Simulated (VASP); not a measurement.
# RbBr (Pm-3m) in VASP: relaxation of cell and atoms with LDA

Aim: the relaxation of cell and atoms of RbBr with LDA.

All numbers are computed with VASP 6.6.1; they aren't measurements. Logs are shortened: lines on timing, memory, paths and dates and some standing lists are left out, and cuts for length are marked.

### 1 The cell of the first run

It takes space group Pm-3m (No. 221, cubic). The conventional cell has a = 4.197 Å, b = 4.197 Å, c = 4.197 Å, α = 90.00°, β = 90.00°, γ = 90.00°. Rb (site symmetry m-3m) has 8 Br at 3.63 Å and 6 Rb at 4.20 Å within 4.8 Å. Br (site symmetry m-3m) has 8 Rb at 3.63 Å and 6 Br at 4.20 Å within 4.8 Å.

### 2 Relaxation of cell and atoms, LDA

Input file INCAR:

```
  ALGO = Normal
  EDIFF = 1E-7
  EDIFFG = -0.005
  ENCUT = 600
  IBRION = 2
  ISIF = 3
  ISMEAR = -1
  LASPH = T
  LCHARG = F
  LREAL = F
  LWAVE = F
  NELM = 100
  NSW = 80
  PREC = Accurate
  SIGMA = 0.02
```

Input file KPOINTS:

```
k-points
0
Gamma
  6 6 6
```

Input file POSCAR:

```
RbBr
1.0
    4.1966225238      0.0000000000      0.0000000000
    0.0000000000      4.1966225238      0.0000000000
    0.0000000000      0.0000000000      4.1966225238
Rb Br
1 1
Direct
    0.0000000000      0.0000000000      0.0000000000
    0.5000000000      0.5000000000      0.5000000000
```

Potentials or basis: VASP PAW LDA potentials, release 64 (Rb_sv, Br).

Run with:

```console
> cat potpaw_LDA.64/Rb_sv/POTCAR potpaw_LDA.64/Br/POTCAR > POTCAR
> mpirun -np 1 vasp_std > vasp.out
```

OUTCAR:

```text
EDIFF = 1E-7
   EDIFFG = -0.005
   ENCUT = 600
   IBRION = 2
   ISIF = 3
   ISMEAR = -1
   LASPH = T
   LREAL = F
   NELM = 100
   NSW = 80
   PREC = Accurate

 ion  position               nearest neighbor table
   1  0.000  0.000  0.000-   2 3.63   2 3.63   2 3.63   2 3.63   2 3.63   2 3.63   2 3.63   2 3.63

   2  0.500  0.500  0.500-   1 3.63   1 3.63   1 3.63   1 3.63   1 3.63   1 3.63   1 3.63   1 3.63

  LATTYP: Found a simple cubic cell.
 ALAT       =     4.1966225238

  Lattice vectors:

 A1 = (   4.1966225238,   0.0000000000,   0.0000000000)
 A2 = (   0.0000000000,   4.1966225238,   0.0000000000)
 A3 = (   0.0000000000,   0.0000000000,   4.1966225238)

Analysis of symmetry for initial positions (statically):
=====================================================================
 Subroutine PRICEL returns:
 Original cell was already a primitive cell.

 Routine SETGRP: Setting up the symmetry group for a
 simple cubic supercell.

 Subroutine GETGRP returns: Found 48 space group operations
 (whereof 48 operations were pure point group operations)
 out of a pool of 48 trial point group operations.

The static configuration has the point symmetry O_h .

Analysis of symmetry for dynamics (positions and initial velocities):
=====================================================================
 Subroutine PRICEL returns:
 Original cell was already a primitive cell.

 Routine SETGRP: Setting up the symmetry group for a
 simple cubic supercell.

 Subroutine GETGRP returns: Found 48 space group operations
 (whereof 48 operations were pure point group operations)
 out of a pool of 48 trial point group operations.

The dynamic configuration has the point symmetry O_h .

 Subroutine INISYM returns: Found 48 space group operations
 (whereof 48 operations are pure point group operations),
 and found     1 'primitive' translations

----------------------------------------------------------------------------------------

                                     Primitive cell

  volume of cell :      73.9094

  direct lattice vectors                    reciprocal lattice vectors
     4.196622524  0.000000000  0.000000000     0.238286859  0.000000000  0.000000000
     0.000000000  4.196622524  0.000000000     0.000000000  0.238286859  0.000000000
     0.000000000  0.000000000  4.196622524     0.000000000  0.000000000  0.238286859

  length of vectors
     4.196622524  4.196622524  4.196622524     0.238286859  0.238286859  0.238286859

  position of ions in fractional coordinates (direct lattice)
[... 100 lines left out ...]
   LHFCALC =     F    Hartree Fock is set to
   AEXX    =    0.0000 exact exchange contribution
   IVDW    =     0    specifies the selected vdW correction
   LEPSILON=     F    determine dielectric tensor
   LRPA    =     F    only Hartree local field effects (RPA)
 conjugate gradient relaxation of ions
 non-spin polarized calculation
  energy-cutoff  :      600.00
  volume of cell :       73.91
 maximum number of plane-waves:      2517
 NGX is ok and might be reduce to    36
   NGX = 17   NGY = 17   NGZ = 17

--------------------------------------- Ionic step        1  -------------------------------------------

 number of electron      16.0000000 magnetization

 Free energy of the ion-electron system (eV)
  ---------------------------------------------------
  ext. energy  EPLUGINS =         0.00000000
  ---------------------------------------------------
  free energy    TOTEN  =        -6.61813555 eV

  energy without entropy =       -6.61813555  energy(sigma->0) =       -6.61813555

------------------------ aborting loop because EDIFF is reached ----------------------------------------

  FORCE on cell =-STRESS in cart. coord.  units (eV):
  Direction    XX          YY          ZZ          XY          YZ          ZX
  --------------------------------------------------------------------------------------
  -------------------------------------------------------------------------------------
  Total       -1.1318456     -1.1318456     -1.1318456     -0.0000000     -0.0000000      0.0000000
  in kB      -24.5356780    -24.5356780    -24.5356780     -0.0000000     -0.0000000      0.0000000
  external PRESSURE =     -24.5356780 kB  Pullay stress =       0.0000000 kB
[... 23 lines left out ...]
--------------------------------------- Ionic step        2  -------------------------------------------

 number of electron      16.0000000 magnetization

 E-fermi :  -0.2864     XC(G=0):  -8.5390

 val. band max:       -0.6950662701   @ k =   0.5000   0.5000   0.0000
 cond. band min:       3.1031527807   @ k =   0.0000   0.0000   0.0000
 fundamental gap:      3.7982190508
 Fermi energy:        -0.2864234972

 k-point     1 :       0.0000    0.0000    0.0000
  band No.  band energies     occupation
      1     -25.6001      2.00000
      2     -13.4000      2.00000
      3      -9.6398      2.00000
      4      -9.6398      2.00000
      5      -9.6398      2.00000
      6      -0.8541      2.00000
      7      -0.8541      2.00000
      8      -0.8541      2.00000
      9       3.1032      0.00000
     10       4.5683      0.00000
     11       4.5683      0.00000
     12       9.1978      0.00000
[... 348 lines left out ...]
  FREE ENERGIE OF THE ION-ELECTRON SYSTEM (eV)
  ---------------------------------------------------
  free  energy   TOTEN  =        -6.7197144328 eV

  energy  without entropy=       -6.7197144328  energy(sigma->0) =       -6.71971443

[... ionic steps 4 to 15 ...]

--------------------------------------- Ionic step       16  -------------------------------------------

 number of electron      15.9999999 magnetization

------------------------ aborting loop because EDIFF is reached ----------------------------------------
[... 67 lines left out ...]
--------------------------------------- Ionic step       18  -------------------------------------------

 number of electron      15.9999999 magnetization

 Free energy of the ion-electron system (eV)
  ---------------------------------------------------
  ext. energy  EPLUGINS =         0.00000000
  ---------------------------------------------------
  free energy    TOTEN  =        -6.72017904 eV

  energy without entropy =       -6.72017904  energy(sigma->0) =       -6.72017904

 E-fermi :   0.2107     XC(G=0):  -8.8874

 val. band max:       -0.2504441354   @ k =   0.5000   0.5000   0.0000
 cond. band min:       3.8605794832   @ k =   0.0000   0.0000   0.0000
 fundamental gap:      4.1110236186
 Fermi energy:         0.2106857194

 k-point     1 :       0.0000    0.0000    0.0000
  band No.  band energies     occupation
      1     -25.0696      2.00000
      2     -13.1076      2.00000
      3      -9.0930      2.00000
      4      -9.0930      2.00000
      5      -9.0930      2.00000
      6      -0.4066      2.00000
      7      -0.4066      2.00000
      8      -0.4066      2.00000
      9       3.8606      0.00000
     10       4.8888      0.00000
     11       4.8888      0.00000
     12       9.8585      0.00000
[... 312 lines left out ...]
  FREE ENERGIE OF THE ION-ELECTRON SYSTEM (eV)
  ---------------------------------------------------
  free  energy   TOTEN  =        -6.7201790429 eV

  energy  without entropy=       -6.7201790429  energy(sigma->0) =       -6.72017904

 reached required accuracy - stopping structural energy minimisation
```

OSZICAR:

```text
N       E                     dE             d eps       ncg     rms          rms(c)
DAV:   1     0.976690736376E+02    0.97669E+02   -0.77555E+03   480   0.131E+03
DAV:   2    -0.910185003794E+00   -0.98579E+02   -0.92559E+02   716   0.202E+02
DAV:   3    -0.674076162270E+01   -0.58306E+01   -0.58046E+01   604   0.558E+01
[... 109 lines left out ...]
DAV:   1    -0.672022525050E+01   -0.50902E-04   -0.89935E-04   492   0.213E-01    0.326E-02
DAV:   2    -0.672018787659E+01    0.37374E-04   -0.74608E-05   564   0.606E-02    0.146E-02
DAV:   3    -0.672017890514E+01    0.89715E-05   -0.31795E-05   640   0.361E-02    0.452E-03
DAV:   4    -0.672017899424E+01   -0.89103E-07   -0.10623E-06   624   0.589E-03    0.231E-03
DAV:   5    -0.672017904286E+01   -0.48622E-07   -0.13743E-07   512   0.260E-03
  18 F= -.67201790E+01 E0= -.67201790E+01  d E =-.138195E-04
```

CONTCAR:

```text
RbBr
   1.00000000000000
     3.9724159045634946   -0.0000000000000000    0.0000000000000000
    -0.0000000000000000    3.9724159045634950   -0.0000000000000000
     0.0000000000000000   -0.0000000000000000    3.9724159045634946
  Rb              Br
     1     1
Direct
     0.0000000000000000    0.0000000000000000    0.0000000000000000
     0.5000000000000000    0.5000000000000000    0.5000000000000000

  0.00000000E+00  0.00000000E+00  0.00000000E+00
  0.00000000E+00  0.00000000E+00  0.00000000E+00
```

It took 77 s on 1 thread of AMD EPYC 9R45 (Zen 5), shared host; peak memory 0.17 GiB.

What came out:

```yaml
Free_energy: -6.7202 eV
Relaxed_volume: 31.34 Å³/atom
Relaxed_cell: a = 3.972 Å, b = 3.972 Å, c = 3.972 Å, α = 90.00°, β = 90.00°, γ = 90.00°
Space_group_after_relaxing_to_0.05_Å: Pm-3m (No. 221)
Energy_gained_by_relaxing: 51.0 meV/atom
Ionic_steps: 18
Pressure_after_relaxing: 0.0 GPa
Band_gap_on_the_k_mesh: 4.11 eV, indirect (least direct gap 4.27 eV)
```

The path:
| step | energy change (eV) | largest force (eV/Å) | pressure (GPa) | volume (Å³) |
| --- | --- | --- | --- | --- |
| 1 | 0.0000 | 0.0000 | -2.45 | 73.91 |
| 2 | -0.0746 | 0.0000 | -1.51 | 68.02 |
| 3 | -0.1016 | 0.0000 | -0.23 | 63.31 |
| 4 | -0.1020 | 0.0000 | 0.03 | 62.56 |
| 5 | -0.1020 | 0.0000 | -0.04 | 62.78 |
| 6 | -0.1020 | 0.0000 | -0.05 | 62.78 |
| 7 | -0.1020 | 0.0000 | -0.04 | 62.77 |
| 8 | -0.1020 | 0.0000 | -0.04 | 62.77 |
| 9 | -0.1020 | 0.0000 | -0.04 | 62.77 |
| 10 | -0.1020 | 0.0000 | -0.04 | 62.77 |
| 11 | -0.1020 | 0.0000 | -0.04 | 62.77 |
| 12 | -0.1020 | 0.0000 | -0.04 | 62.77 |
| 13 | -0.1020 | 0.0000 | -0.05 | 62.77 |
| 14 | -0.1020 | 0.0000 | -0.04 | 62.77 |
| 15 | -0.1020 | 0.0000 | -0.04 | 62.76 |
| 16 | -0.1020 | 0.0000 | -0.03 | 62.75 |
| 17 | -0.1020 | 0.0000 | -0.03 | 62.73 |
| 18 | -0.1020 | 0.0000 | -0.01 | 62.69 |

Final structure:
```
Rb Br
1.0
     3.97242    0.00000    0.00000
     0.00000    3.97242    0.00000
     0.00000    0.00000    3.97242
Rb Br
1 1
Direct
  0.00000 0.00000 0.00000
  0.50000 0.50000 0.50000
```

Caveat: the volume moved by over 15 % at a fixed basis, so the end points are rough. As with any semilocal functional, this LDA gap is likely too small.
